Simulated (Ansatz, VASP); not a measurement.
**AlRu: VASP beside Ansatz**

File INCAR:

```
PREC = Accurate
ENCUT = 520
EDIFF = 1E-7
ISMEAR = -4
SIGMA = 0.1
LREAL = F
LASPH = T
NELM = 60
ALGO = Normal
ISIF = 2
LWAVE = F
LCHARG = T
GGA = CA
LELF = T
LVHAR = T
NBANDS = 16
```

KPOINTS

```
regular mesh
0
Gamma
  12 12 12
```

Contents of POSCAR:

```
AlRu
1.0
    2.9533721097      0.0000000000      0.0000000000
    0.0000000000      2.9533721097      0.0000000000
    0.0000000000      0.0000000000      2.9533721097
Al Ru
1 1
Direct
    0.0000000000      0.0000000000      0.0000000000
    0.5000000000      0.5000000000      0.5000000000
```

Input for Ansatz:

```yaml
crystal:
  lattice:
    - [2.95337210973, 0.0, 0.0]
    - [0.0, 2.95337210973, 0.0]
    - [0.0, 0.0, 2.95337210973]
  atoms:
    - { symbol: Al, position: [0.0, 0.0, 0.0] }
    - { symbol: Ru, position: [0.5, 0.5, 0.5] }
kpoints:
  mp_grid: { grid: [12, 12, 12] }
scf:
  occupations: { method: tetrahedron_uncorrected }
hamiltonian:
  xc: lda
  pseudopotentials: { kind: all_electron, lapw: { basis_error: 0.001 } }
output:
  forces: true
  stress: true
  eigenvalues: true
  eigenstates:
    nscf_kmesh: { grid: [20, 20, 20] }
    de_dk: true
    e_range: [-14, 14]
  optics:
    e_range: [0, 25]
    de: 0.2
    sigma: 0.15
    bands: { spectra_wanted_up_to: 25 }
    nscf_kmesh: { grid: [20, 20, 20] }
    drude_damping: 0.1
checkpoint:
  write: ck
  write_wavefunctions: false
```

Alike in both runs: task single point; functional LDA; k mesh 12 × 12 × 12; no spin polarisation.

```csv
,VASP,Ansatz
version,VASP 6.6.1,Ansatz 0.2.0
potentials or method,"VASP PAW LDA potentials, release 64 (Al, Ru_pv), cutoff 520 eV","all-electron LAPW, scalar-relativistic"
occupations,tetrahedron,tetrahedron-uncorrected
```

```csv
,VASP,Ansatz,Ansatz less VASP
pressure (GPa),1.2,0.6,-0.63
```

LDA's correlation is that of Perdew and Zunger in VASP and of Perdew and Wang (1992) in Ansatz. Ansatz ran all-electron here, and VASP with PAW potentials. Ansatz's warnings: band table not solved further, optics on partly filled bands.
